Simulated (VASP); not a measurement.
# Na2LuSi (P6/mmm) in VASP: single point with PBE

Aim: the single point of Na2LuSi with PBE.

All numbers are computed with VASP 6.6.1; they aren't measurements. Logs are shortened: lines on timing, memory, paths and dates and some standing lists are left out, and cuts for length are marked.

## (1) The cell of the first run

The structure is hexagonal, space group P6/mmm (No. 191). The conventional cell has a = 6.287 Å, b = 6.287 Å, c = 5.172 Å, α = 90.00°, β = 90.00°, γ = 120.00°. Within 4.8 Å of Na (site symmetry -6m2) lie 3 Na at 3.63 Å and 3 Lu at 3.63 Å and 6 Si at 4.46 Å. Lu (site symmetry 6/mmm) has 2 Si at 2.59 Å within 3.4 Å. Si (site symmetry 6/mmm) has 2 Lu at 2.59 Å within 3.4 Å.

The cell was built from a structure type or drawn by symmetry, and may not be a known phase.

## (2) Single point, PBE

INCAR

```
  ALGO = Fast
  EDIFF = 1E-6
  ENCUT = 520
  GGA = PE
  ISIF = 2
  ISMEAR = 0
  LASPH = T
  LCHARG = T
  LELF = T
  LREAL = F
  LVHAR = T
  LWAVE = F
  NBANDS = 30
  NELM = 60
  PREC = Accurate
  SIGMA = 0.1
```

KPOINTS

```
k-points
0
Gamma
  12 12 10
```

POSCAR

```
Na2LuSi
1.0
    6.2874343904      0.0000000000      0.0000000000
   -3.1437171952      5.4450779067      0.0000000000
    0.0000000000      0.0000000000      5.1721066613
Na Lu Si
2 1 1
Direct
    0.3333333333      0.6666666667      0.0000000000
    0.6666666667      0.3333333333      0.0000000000
    0.0000000000      0.0000000000      0.0000000000
    0.0000000000      0.0000000000      0.5000000000
```

Potentials or basis: VASP PAW PBE potentials, release 64 (Na_pv, Lu, Si).

The run is started by

```console
> cat potpaw_PBE.64/Na_pv/POTCAR potpaw_PBE.64/Lu/POTCAR potpaw_PBE.64/Si/POTCAR > POTCAR
> mpirun -np 1 vasp_std > vasp.out
```

OUTCAR:

```text
EDIFF = 1E-6
   ENCUT = 520
   GGA = PE
   ISIF = 2
   ISMEAR = 0
   LASPH = T
   LREAL = F
   NELM = 60
   PREC = Accurate

 ion  position               nearest neighbor table
   1  0.333  0.667  0.000-
   2  0.667  0.333  0.000-
   3  0.000  0.000  0.000-   4 2.59   4 2.59
   4  0.000  0.000  0.500-   3 2.59   3 2.59

  LATTYP: Found a hexagonal cell.
 ALAT       =     6.2874343904
 C/A-ratio  =     0.8226100409

  Lattice vectors:

 A1 = (   6.2874343904,   0.0000000000,   0.0000000000)
 A2 = (  -3.1437171952,   5.4450779067,   0.0000000000)
 A3 = (   0.0000000000,   0.0000000000,   5.1721066613)

Analysis of symmetry for initial positions (statically):
=====================================================================
 Subroutine PRICEL returns:
 Original cell was already a primitive cell.

 Routine SETGRP: Setting up the symmetry group for a
 hexagonal supercell.

 Subroutine GETGRP returns: Found 24 space group operations
 (whereof 24 operations were pure point group operations)
 out of a pool of 24 trial point group operations.

The static configuration has the point symmetry D_6h.

Analysis of symmetry for dynamics (positions and initial velocities):
=====================================================================
 Subroutine PRICEL returns:
 Original cell was already a primitive cell.

 Routine SETGRP: Setting up the symmetry group for a
 hexagonal supercell.

 Subroutine GETGRP returns: Found 24 space group operations
 (whereof 24 operations were pure point group operations)
 out of a pool of 24 trial point group operations.

The dynamic configuration has the point symmetry D_6h.

 Subroutine INISYM returns: Found 24 space group operations
 (whereof 24 operations are pure point group operations),
 and found     1 'primitive' translations

----------------------------------------------------------------------------------------

                                     Primitive cell

  volume of cell :     177.0700

  direct lattice vectors                    reciprocal lattice vectors
     6.287434390  0.000000000  0.000000000     0.159047385  0.091826051  0.000000000
    -3.143717195  5.445077907  0.000000000     0.000000000  0.183652101  0.000000000
     0.000000000  0.000000000  5.172106661     0.000000000  0.000000000  0.193344814

  length of vectors
     6.287434390  6.287434390  5.172106661     0.183652101  0.183652101  0.193344814

  position of ions in fractional coordinates (direct lattice)
     0.333333333  0.666666667  0.000000000
     0.666666667  0.333333333  0.000000000
     0.000000000  0.000000000  0.000000000
     0.000000000  0.000000000  0.500000000

  ion indices of the primitive-cell ions
   primitive index   ion index
                 1           1
                 2           2
                 3           3
                 4           4

----------------------------------------------------------------------------------------

 KPOINTS: k-points

Automatic generation of k-mesh.
 Grid dimensions read from file:
 generate k-points for:   12   12   10

 Generating k-lattice:

  Cartesian coordinates                     Fractional coordinates (reciprocal lattice)
     0.013253949  0.007652171  0.000000000     0.083333333 -0.000000000  0.000000000
     0.000000000  0.015304342  0.000000000     0.000000000  0.083333333  0.000000000
     0.000000000  0.000000000  0.019334481     0.000000000  0.000000000  0.100000000

  Length of vectors
     0.015304342  0.015304342  0.019334481

  Shift w.r.t. Gamma in fractional coordinates (k-lattice)
     0.000000000  0.000000000  0.000000000

 Subroutine IBZKPT returns following result:
 ===========================================

 Found    114 irreducible k-points:

 Following reciprocal coordinates:
            Coordinates               Weight
  0.000000  0.000000  0.000000      1.000000
  0.083333  0.000000  0.000000      6.000000
  0.166667  0.000000  0.000000      6.000000
  0.250000  0.000000  0.000000      6.000000
  0.333333  0.000000  0.000000      6.000000
  0.416667  0.000000  0.000000      6.000000
[... 16 lines left out ...]
  0.250000  0.000000  0.100000     12.000000
  0.333333  0.000000  0.100000     12.000000
 [... further k-points ...]
   k-points           NKPTS =    114   k-points in BZ     NKDIM =    114   number of bands    NBANDS=     30
   number of dos      NEDOS =    301   number of ions     NIONS =      4
   total plane-waves  NPLWV =  92160
   dimension x,y,z NGX =    48 NGY =   48 NGZ =   40
   dimension x,y,z NGXF=    96 NGYF=   96 NGZF=   80
   ions per type =               2   1   1
   NGX,Y,Z   is equivalent  to a cutoff of  12.69, 12.69, 12.86 a.u.
   NGXF,Y,Z  is equivalent  to a cutoff of  25.38, 25.38, 25.71 a.u.
 SYSTEM =  unknown system
   PREC   = accura    normal or accurate (medium, high low for compatibility)
   ISTART =      0    job   : 0-new  1-cont  2-samecut
   ICHARG =      2    charge: 1-file 2-atom 10-const
   ISPIN  =      1    spin polarized calculation?
   LNONCOLLINEAR =      F non collinear calculations
   LSORBIT =      F    spin-orbit coupling
   LASPH  =      T    aspherical Exc in radial PAW
   ENCUT  =  520.0 eV  38.22 Ry    6.18 a.u.  11.69 11.69  9.62*2*pi/ulx,y,z
   NELM   =     60;   NELMIN=  2; NELMDL= -5     # of ELM steps
   EDIFF  = 0.1E-05   stopping-criterion for ELM
   LREAL  =      F    real-space projection
   EDIFFG = 0.1E-04   stopping-criterion for IOM
   NSW    =      0    number of steps for IOM
   IBRION =     -1    ionic relax: 0-MD 1-quasi-New 2-CG
   NFREE  =      0    steps in history (QN), initial steepest desc. (CG)
   ISIF   =      2    stress and relaxation
   ISYM   =      2    0-nonsym 1-usesym 2-fastsym
   POTIM  = 0.5000    time-step for ionic-motion
   TEBEG  =    0.0;   TEEND  =   0.0 temperature during run
   PSTRESS=    0.0 pullay stress
   NELECT =      43.0000    total number of electrons
   NUPDOWN=      -1.0000    fix difference up-down
   EMIN   =  10.00;   EMAX   =-10.00  energy-range for DOS
   EFERMI =   0.00;   METHOD = LEGACY
   ISMEAR =     0;   SIGMA  =   0.10  broadening in eV -4-tet -1-fermi 0-gaus
   EFERMI_NEDOS =   21; number of points for ismear=-14 and -15
   IALGO  =     68    algorithm
   IMIX   =      4    mixing-type and parameters
     AMIX     =   0.40;   BMIX     =  1.00
     AMIX_MAG =   1.60;   BMIX_MAG =  1.00
  volume/ion in A,a.u.               =      44.27       298.73
  Fermi-wavevector in a.u.,A,eV,Ry     =   1.021369  1.930107 14.193522  1.043194
  Thomas-Fermi vector in A             =   2.154990
   LORBIT       =      0    0 simple, 1 ext, 2 COOP (PROOUT), +10 PAW based schemes
   GGA     = PE    functional components
   LHFCALC =     F    Hartree Fock is set to
   AEXX    =    0.0000 exact exchange contribution
   IVDW    =     0    specifies the selected vdW correction
   LEPSILON=     F    determine dielectric tensor
   LRPA    =     F    only Hartree local field effects (RPA)
 non-spin polarized calculation
 RMM-DIIS sequential band-by-band and
 Gauss-broadening in eV      SIGMA  =   0.10
  energy-cutoff  :      520.00
  volume of cell :      177.07
 maximum number of plane-waves:      4797
 NGX is ok and might be reduce to    48
   NGX = 23   NGY = 23   NGZ = 19

 number of electron      43.0000022 magnetization

 Free energy of the ion-electron system (eV)
  ---------------------------------------------------
  ext. energy  EPLUGINS =         0.00000000
  ---------------------------------------------------
  free energy    TOTEN  =        -9.56106835 eV

  energy without entropy =       -9.54322984  energy(sigma->0) =       -9.55214910

 E-fermi :  -0.2803     XC(G=0):  -6.6807

 val. band max:       -0.2855037693   @ k =   0.3333   0.0833   0.2000
 cond. band min:      -0.2761061341   @ k =   0.3333   0.2500   0.4000
 fundamental gap:      0.0093976353
 Fermi energy:        -0.2803402940

 k-point     1 :       0.0000    0.0000    0.0000
  band No.  band energies     occupation
      1     -56.9427      2.00000
      2     -27.7279      2.00000
      3     -27.7279      2.00000
      4     -27.4017      2.00000
      5     -25.0790      2.00000
      6     -25.0790      2.00000
[... 22 lines left out ...]
     29       4.5253      0.00000
     30       4.5377      0.00000

 k-point     2 :       0.0833    0.0000    0.0000
  band No.  band energies     occupation
      1     -56.9427      2.00000
      2     -27.7279      2.00000
      3     -27.7279      2.00000
      4     -27.4017      2.00000
      5     -25.0791      2.00000
      6     -25.0788      2.00000
[... 22 lines left out ...]
     29       4.2514      0.00000
     30       4.3913      0.00000

 k-point     3 :       0.1667    0.0000    0.0000
  band No.  band energies     occupation
      1     -56.9427      2.00000
      2     -27.7279      2.00000
      3     -27.7279      2.00000
      4     -27.4017      2.00000
      5     -25.0792      2.00000
      6     -25.0781      2.00000
[... 22 lines left out ...]
     29       4.0433      0.00000
     30       4.1182      0.00000

 k-point     4 :       0.2500    0.0000    0.0000
  band No.  band energies     occupation
      1     -56.9427      2.00000
      2     -27.7280      2.00000
      3     -27.7279      2.00000
      4     -27.4017      2.00000
      5     -25.0794      2.00000
      6     -25.0771      2.00000
[... 22 lines left out ...]
     29       3.8078      0.00000
     30       4.2485      0.00000

 k-point     5 :       0.3333    0.0000    0.0000
  band No.  band energies     occupation
      1     -56.9427      2.00000
      2     -27.7280      2.00000
      3     -27.7278      2.00000
      4     -27.4017      2.00000
      5     -25.0796      2.00000
      6     -25.0760      2.00000
[... 22 lines left out ...]
     29       3.7607      0.00000
     30       4.5030      0.00000
[... 526 lines left out ...]
     29       4.3767      0.00000
     30       4.4656      0.00000

 k-point    22 :       0.1667    0.0000    0.1000
  band No.  band energies     occupation
      1     -56.9427      2.00000
      2     -27.7279      2.00000
      3     -27.7279      2.00000
      4     -27.4025      2.00000
      5     -25.0792      2.00000
      6     -25.0781      2.00000
[... 22 lines left out ...]
     29       4.0901      0.00000
     30       4.2182      0.00000

 k-point    23 :       0.2500    0.0000    0.1000
  band No.  band energies     occupation
      1     -56.9427      2.00000
      2     -27.7279      2.00000
      3     -27.7279      2.00000
      4     -27.4025      2.00000
      5     -25.0794      2.00000
      6     -25.0771      2.00000
[... 22 lines left out ...]
     29       3.9016      0.00000
     30       4.2589      0.00000

 k-point    24 :       0.3333    0.0000    0.1000
  band No.  band energies     occupation
      1     -56.9427      2.00000
      2     -27.7280      2.00000
      3     -27.7278      2.00000
      4     -27.4025      2.00000
      5     -25.0796      2.00000
      6     -25.0760      2.00000
[... 22 lines left out ...]
     29       3.7628      0.00000
     30       4.6716      0.00000

 [... further k-points ...]

------------------------ aborting loop because EDIFF is reached ----------------------------------------

  FORCE on cell =-STRESS in cart. coord.  units (eV):
  Direction    XX          YY          ZZ          XY          YZ          ZX
  --------------------------------------------------------------------------------------
  -------------------------------------------------------------------------------------
  Total       -0.0797469     -0.0797469     -0.0832027      0.0000000     -0.0000000      0.0000000
  in kB       -0.7215716     -0.7215716     -0.7528408      0.0000000     -0.0000000      0.0000000
  external PRESSURE =      -0.7319947 kB  Pullay stress =       0.0000000 kB

 VOLUME and BASIS-vectors are now :
 -----------------------------------------------------------------------------
  energy-cutoff  :      520.00
  volume of cell :      177.07
      direct lattice vectors                 reciprocal lattice vectors
     6.287434390  0.000000000  0.000000000     0.159047385  0.091826051  0.000000000
    -3.143717195  5.445077907  0.000000000     0.000000000  0.183652101  0.000000000
     0.000000000  0.000000000  5.172106661     0.000000000  0.000000000  0.193344814

 POSITION                                       TOTAL-FORCE (eV/Angst)
 -----------------------------------------------------------------------------------
     -0.00000      3.63005      0.00000         0.000000     -0.000000      0.000000
      3.14372      1.81503      0.00000        -0.000000      0.000000      0.000000
      0.00000      0.00000      0.00000         0.000000      0.000000      0.000000
      0.00000      0.00000      2.58605         0.000000      0.000000      0.000000
 -----------------------------------------------------------------------------------
    total drift:                               -0.000000      0.000000      0.000000

  FREE ENERGIE OF THE ION-ELECTRON SYSTEM (eV)
  ---------------------------------------------------
  free  energy   TOTEN  =        -9.5610683477 eV

  energy  without entropy=       -9.5432298426  energy(sigma->0) =       -9.55214910
```

It took 16 min on 1 thread of Intel Xeon Platinum 8488C (Sapphire Rapids), shared host; peak memory 0.73 GiB.

Results:

```
Free energy            : -9.5611 eV
Pressure               : -0.1 GPa
Band gap on the k mesh : zero (an odd number of electrons rules out a gap without spin polarisation)
```

Levels at points of the mesh, in eV from the Fermi level:
```tsv
k point	band 19	band 20	band 21	band 22	band 23	band 24	band 25	band 26
(0.00, 0.00, 0.00)	-1.73	0.15	0.15	0.45	0.98	0.98	1.85	1.85
(0.50, 0.00, 0.00)	-1.40	-0.69	-0.17	0.58	0.99	1.56	1.78	1.87
(0.00, 0.00, 0.50)	-3.11	-0.68	-0.47	-0.47	1.25	1.25	2.07	2.73
(0.50, 0.00, 0.50)	-2.78	-0.96	-0.58	-0.13	-0.03	1.31	1.80	2.01
```

Caveat: spin-orbit coupling is left out, which moves the levels of the heavy elements.
